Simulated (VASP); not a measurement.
A run of VASP 6.6.1 is set up as follows.

Contents of INCAR:

```
  ALGO = Normal
  EDIFF = 1E-7
  ENCUT = 520
  GGA = PE
  ISIF = 2
  ISMEAR = -1
  LASPH = T
  LCHARG = T
  LELF = T
  LREAL = F
  LVHAR = T
  LWAVE = F
  NBANDS = 11
  NELM = 80
  PREC = Accurate
  SIGMA = 0.05
```

File KPOINTS:

```
k-points
0
Gamma
  12 12 12
```

POSCAR

```
Sr
1.0
   -2.4613750000      2.4613750000      2.4250000000
    2.4613750000     -2.4613750000      2.4250000000
    2.4613750000      2.4613750000     -2.4250000000
Sr
1
Direct
    0.0000000000      0.0000000000      0.0000000000
```

Potentials or basis: VASP PAW PBE potentials, release 64 (Sr_sv).

Command:

```console
$ cat potpaw_PBE.64/Sr_sv/POTCAR > POTCAR
$ mpirun -np 1 vasp_std > vasp.out
```

Task: What does it give for the pressure?

Result: -0.8 GPa.

Task: Estimate the band gap on the k mesh.

Result: Zero (bands 5 and 6 overlap by 0.36 eV).

Caveat: the cell differs from its parent crystal (x and y stretched by +1.5 %, z held).
